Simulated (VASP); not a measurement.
# BeTe (F-43m) in VASP: further runs

The runs below take BeTe through single point, with LDA.

Program: VASP 6.6.1. These are calculated values, not measurements. Logs are shortened: lines on timing, memory, paths and dates and some standing lists are left out, and cuts for length are marked.

## (1) The cell of the first run

The structure is cubic, space group F-43m (No. 216). Conventional cell: a = 5.501 Å, b = 5.501 Å, c = 5.501 Å, α = 90.00°, β = 90.00°, γ = 90.00°. Be (site symmetry -43m) has 4 Te at 2.38 Å within 3.1 Å. Te (site symmetry -43m) has 4 Be at 2.38 Å within 3.1 Å.

## (2) Single point, LDA

INCAR

```
ALGO = Normal
EDIFF = 1E-7
ENCUT = 520
ISIF = 2
ISMEAR = 0
LASPH = T
LCHARG = T
LELF = T
LREAL = F
LVHAR = T
LWAVE = F
NBANDS = 11
NELM = 100
PREC = Accurate
SIGMA = 0.01
```

KPOINTS

```
k-points
0
Gamma
  8 8 8
```

POSCAR

```
BeTe
1.0
    2.7505455918      2.7505455918      0.0000000000
   -2.7505455918      2.7505455918      0.0000000000
    0.0000000000      2.7505455918      2.7505455918
Be Te
1 1
Direct
    0.0000000000      0.0000000000      0.0000000000
    0.7500000000      0.2500000000      0.5000000000
```

Potentials or basis: VASP PAW LDA potentials, release 64 (Be, Te).

Started as:

```
$ cat potpaw_LDA.64/Be/POTCAR potpaw_LDA.64/Te/POTCAR > POTCAR
$ mpirun -np 1 vasp_std > vasp.out
```

OUTCAR:

```text
EDIFF = 1E-7
   ENCUT = 520
   ISIF = 2
   ISMEAR = 0
   LASPH = T
   LREAL = F
   NELM = 100
   PREC = Accurate

 ion  position               nearest neighbor table
   1  0.000  0.000  0.000-   2 2.38   2 2.38   2 2.38   2 2.38
   2  0.750  0.250  0.500-   1 2.38   1 2.38   1 2.38   1 2.38

  LATTYP: Found a face centered cubic cell.
 ALAT       =     5.5010911836

  Lattice vectors:

 A1 = (   0.0000000000,   2.7505455918,   2.7505455918)
 A2 = (   2.7505455918,   0.0000000000,   2.7505455918)
 A3 = (   2.7505455918,   2.7505455918,   0.0000000000)

Analysis of symmetry for initial positions (statically):
=====================================================================
 Subroutine PRICEL returns:
 Original cell was already a primitive cell.

 Routine SETGRP: Setting up the symmetry group for a
 face centered cubic supercell.

 Subroutine GETGRP returns: Found 24 space group operations
 (whereof 24 operations were pure point group operations)
 out of a pool of 48 trial point group operations.

The static configuration has the point symmetry T_d .

Analysis of symmetry for dynamics (positions and initial velocities):
=====================================================================
 Subroutine PRICEL returns:
 Original cell was already a primitive cell.

 Routine SETGRP: Setting up the symmetry group for a
 face centered cubic supercell.

 Subroutine GETGRP returns: Found 24 space group operations
 (whereof 24 operations were pure point group operations)
 out of a pool of 48 trial point group operations.

The dynamic configuration has the point symmetry T_d .

 Subroutine INISYM returns: Found 24 space group operations
 (whereof 24 operations are pure point group operations),
 and found     1 'primitive' translations

----------------------------------------------------------------------------------------

                                     Primitive cell

  volume of cell :      41.6185

  direct lattice vectors                    reciprocal lattice vectors
     2.750545592  2.750545592  0.000000000     0.181782117  0.181782117 -0.181782117
    -2.750545592  2.750545592  0.000000000    -0.181782117  0.181782117 -0.181782117
     0.000000000  2.750545592  2.750545592     0.000000000  0.000000000  0.363564234

  length of vectors
     3.889858880  3.889858880  3.889858880     0.314855862  0.314855862  0.363564234

  position of ions in fractional coordinates (direct lattice)
     0.000000000  0.000000000  0.000000000
[... 80 lines left out ...]
   EDIFFG = 0.1E-05   stopping-criterion for IOM
   NSW    =      0    number of steps for IOM
   IBRION =     -1    ionic relax: 0-MD 1-quasi-New 2-CG
   NFREE  =      0    steps in history (QN), initial steepest desc. (CG)
   ISIF   =      2    stress and relaxation
   ISYM   =      2    0-nonsym 1-usesym 2-fastsym
   POTIM  = 0.5000    time-step for ionic-motion
   TEBEG  =    0.0;   TEEND  =   0.0 temperature during run
   PSTRESS=    0.0 pullay stress
   NELECT =       8.0000    total number of electrons
   NUPDOWN=      -1.0000    fix difference up-down
   EMIN   =  10.00;   EMAX   =-10.00  energy-range for DOS
   EFERMI =   0.00;   METHOD = LEGACY
   ISMEAR =     0;   SIGMA  =   0.01  broadening in eV -4-tet -1-fermi 0-gaus
   EFERMI_NEDOS =   21; number of points for ismear=-14 and -15
   IALGO  =     38    algorithm
   IMIX   =      4    mixing-type and parameters
     AMIX     =   0.40;   BMIX     =  1.00
     AMIX_MAG =   1.60;   BMIX_MAG =  1.00
  volume/ion in A,a.u.               =      20.81       140.43
  Fermi-wavevector in a.u.,A,eV,Ry     =   0.944806  1.785424 12.145355  0.892658
  Thomas-Fermi vector in A             =   2.072646
   LORBIT       =      0    0 simple, 1 ext, 2 COOP (PROOUT), +10 PAW based schemes
   GGA     = CA    functional components
   LHFCALC =     F    Hartree Fock is set to
   AEXX    =    0.0000 exact exchange contribution
   IVDW    =     0    specifies the selected vdW correction
   LEPSILON=     F    determine dielectric tensor
   LRPA    =     F    only Hartree local field effects (RPA)
 non-spin polarized calculation
 Gauss-broadening in eV      SIGMA  =   0.01
  energy-cutoff  :      520.00
  volume of cell :       41.62
 maximum number of plane-waves:      1139
 NGX is ok and might be reduce to    30
   NGX = 15   NGY = 15   NGZ = 15

 number of electron       8.0000000 magnetization

 Free energy of the ion-electron system (eV)
  ---------------------------------------------------
  ext. energy  EPLUGINS =         0.00000000
  ---------------------------------------------------
  free energy    TOTEN  =        -8.71692733 eV

  energy without entropy =       -8.71692733  energy(sigma->0) =       -8.71692733

 E-fermi :   5.8703     XC(G=0):  -9.5451

 val. band max:        5.7642843061   @ k =   0.0000   0.0000   0.0000
 cond. band min:       7.4609624440   @ k =   0.5000   0.5000   0.0000
 fundamental gap:      1.6966781379
 Fermi energy:         5.8702925919

 k-point     1 :       0.0000    0.0000    0.0000
  band No.  band energies     occupation
      1      -7.0373      2.00000
      2       5.7643      2.00000
      3       5.7643      2.00000
      4       5.7643      2.00000
      5       9.2856      0.00000
      6       9.2856      0.00000
      7       9.2856      0.00000
      8      10.0174      0.00000
      9      14.0528      0.00000
     10      16.1479      0.00000
     11      16.1479      0.00000
[... 309 lines left out ...]
 k-point    24 :       0.5000    0.2500    0.1250
  band No.  band energies     occupation
      1      -5.2512      2.00000
      2       0.2331      2.00000
      3       2.6157      2.00000
      4       3.6430      2.00000
      5       9.8650      0.00000
      6      10.2075      0.00000
      7      12.6035      0.00000
      8      13.6649      0.00000
      9      14.2985      0.00000
     10      17.4163      0.00000
     11      17.8151      0.00000

 [... further k-points ...]
[... 5 lines left out ...]
  --------------------------------------------------------------------------------------
  -------------------------------------------------------------------------------------
  Total        0.5888681      0.5888681      0.5888681      0.0000000     -0.0000000      0.0000000
  in kB       22.6695061     22.6695061     22.6695061      0.0000000     -0.0000000      0.0000000
  external PRESSURE =      22.6695061 kB  Pullay stress =       0.0000000 kB

 VOLUME and BASIS-vectors are now :
 -----------------------------------------------------------------------------
  energy-cutoff  :      520.00
  volume of cell :       41.62
      direct lattice vectors                 reciprocal lattice vectors
     2.750545592  2.750545592  0.000000000     0.181782117  0.181782117 -0.181782117
    -2.750545592  2.750545592  0.000000000    -0.181782117  0.181782117 -0.181782117
     0.000000000  2.750545592  2.750545592     0.000000000  0.000000000  0.363564234

 POSITION                                       TOTAL-FORCE (eV/Angst)
 -----------------------------------------------------------------------------------
      0.00000      0.00000      0.00000        -0.000000      0.000000     -0.000000
      1.37527      4.12582      1.37527         0.000000     -0.000000      0.000000
 -----------------------------------------------------------------------------------
    total drift:                               -0.000000      0.000000      0.000000

  FREE ENERGIE OF THE ION-ELECTRON SYSTEM (eV)
  ---------------------------------------------------
  free  energy   TOTEN  =        -8.7169273299 eV

  energy  without entropy=       -8.7169273299  energy(sigma->0) =       -8.71692733
```

OSZICAR:

```text
N       E                     dE             d eps       ncg     rms          rms(c)
DAV:   1     0.185469868934E+02    0.18547E+02   -0.34251E+03   638   0.602E+02
DAV:   2    -0.789412159935E+01   -0.26441E+02   -0.25158E+02   824   0.883E+01
DAV:   3    -0.895313768150E+01   -0.10590E+01   -0.10569E+01   850   0.191E+01
DAV:   4    -0.896341507693E+01   -0.10277E-01   -0.10276E-01   734   0.219E+00
DAV:   5    -0.896362262085E+01   -0.20754E-03   -0.20754E-03   771   0.299E-01    0.470E+00
DAV:   6    -0.877708638369E+01    0.18654E+00   -0.21234E-01   722   0.169E+00    0.272E+00
DAV:   7    -0.871782508463E+01    0.59261E-01   -0.15292E-01   746   0.161E+00    0.513E-01
DAV:   8    -0.871686217727E+01    0.96291E-03   -0.72609E-03   697   0.470E-01    0.124E-01
DAV:   9    -0.871692041977E+01   -0.58243E-04   -0.23208E-04   794   0.969E-02    0.534E-02
DAV:  10    -0.871692774778E+01   -0.73280E-05   -0.24109E-05   683   0.239E-02    0.195E-02
DAV:  11    -0.871692726812E+01    0.47965E-06   -0.14390E-06   796   0.641E-03    0.998E-03
DAV:  12    -0.871692732995E+01   -0.61825E-07   -0.15464E-07   716   0.245E-03
   1 F= -.87169273E+01 E0= -.87169273E+01  d E =-.517955E-53
```

Run time: 7.9 s. Hardware: 1 thread of Intel Xeon 6975P-C (Granite Rapids), shared host; peak memory 0.15 GiB.

What came out:

```yaml
Free_energy: -8.7169 eV
Pressure: 2.3 GPa
Band_gap_on_the_k_mesh: 1.70 eV, indirect (least direct gap 3.52 eV)
```

Caveat: spin-orbit coupling is left out, which moves the levels of the heavy elements. LDA gaps usually lie below the measured ones, often by a third to a half.

## (3) Single point, LDA

INCAR

```
PREC = Accurate
ENCUT = 520
EDIFF = 1E-7
ISMEAR = 0
SIGMA = 0.01
LREAL = False
LASPH = True
NELM = 100
ALGO = Normal
ISIF = 2
LWAVE = False
LCHARG = False
GGA = CA
NBANDS = 11
```

KPOINTS

```
regular mesh
0
Gamma
  8 8 8
```

POSCAR is that of step 2.

Potentials or basis: VASP PAW LDA potentials, release 64 (Be, Te).

Started as:

```
$ cat potpaw_LDA.64/Be/POTCAR potpaw_LDA.64/Te/POTCAR > POTCAR
$ mpirun -np 1 vasp_std > vasp.out
```

Wall time 9.6 s (1 thread of Intel Xeon 6975P-C (Granite Rapids), shared host); peak memory 0.15 GiB.

Results (log left out):

```yaml
Free_energy: -8.7169 eV
Pressure: 2.3 GPa
Band_gap_on_the_k_mesh: 1.70 eV, indirect (least direct gap 3.52 eV)
```

Levels at points of the mesh, in eV from the valence-band top:
| k point | band 1 | band 2 | band 3 | band 4 | band 5 | band 6 | band 7 | band 8 |
| --- | --- | --- | --- | --- | --- | --- | --- | --- |
| (0.00, 0.00, 0.00) | -12.80 | 0.00 | 0.00 | 0.00 | 3.52 | 3.52 | 3.52 | 4.25 |
| (0.50, 0.00, 0.00) | -11.29 | -6.00 | -1.25 | -1.25 | 3.25 | 4.52 | 4.52 | 7.62 |
| (0.50, 0.50, 0.00) | -10.73 | -5.47 | -2.92 | -2.92 | 1.70 | 2.55 | 10.04 | 10.04 |

Caveat: spin-orbit coupling is left out, which moves the levels of the heavy elements. Expect the measured gap to be larger: semilocal functionals such as LDA lack the derivative discontinuity.

## (4) Single point, LDA

This run uses another cell than the first one, of 20.26 Å³/atom, 0.973 times its volume.

INCAR

```
SYSTEM = BeTe
PREC = Accurate
ENCUT = 520
EDIFF = 1E-6
ISMEAR = 0
SIGMA = 0.01
LREAL = .False.
LASPH = .True.
NELM = 80
ALGO = Normal
ISIF = 2
LWAVE = .False.
LCHARG = .False.
GGA = CA
NBANDS = 11
```

KPOINTS

```
Automatic mesh
0
Gamma
  8 8 8
  0 0 0
```

POSCAR

```
BeTe
1.0
    2.7259429486      2.7259429486      0.0000000000
   -2.7259429486      2.7259429486      0.0000000000
    0.0000000000      2.7259429486      2.7259429486
Be Te
1 1
Direct
    0.0000000000      0.0000000000      0.0000000000
    0.7500000000      0.2500000000      0.5000000000
```

Started as:

```
$ cat potpaw_LDA.64/Be/POTCAR potpaw_LDA.64/Te/POTCAR > POTCAR
$ mpirun -np 1 vasp_std > vasp.out
```

Wall time 7.8 s (1 thread of Intel Xeon 6975P-C (Granite Rapids), shared host); peak memory 0.15 GiB.

It converged, with:

* Free energy: -8.6943 eV
* Pressure: 4.3 GPa
* Band gap on the k mesh: 1.63 eV, indirect (least direct gap 3.49 eV)

Levels at points of the mesh, in eV from the valence-band top:
| k point | band 1 | band 2 | band 3 | band 4 | band 5 | band 6 | band 7 | band 8 |
| --- | --- | --- | --- | --- | --- | --- | --- | --- |
| (0.00, 0.00, 0.00) | -13.00 | 0.00 | 0.00 | 0.00 | 3.49 | 3.49 | 3.49 | 4.46 |
| (0.50, 0.00, 0.00) | -11.41 | -6.19 | -1.30 | -1.30 | 3.33 | 4.50 | 4.50 | 7.60 |
| (0.50, 0.50, 0.00) | -10.83 | -5.62 | -3.03 | -3.03 | 1.63 | 2.51 | 10.22 | 10.22 |

Caveat: spin-orbit coupling is left out, which moves the levels of the heavy elements. A k mesh can miss the band edges.
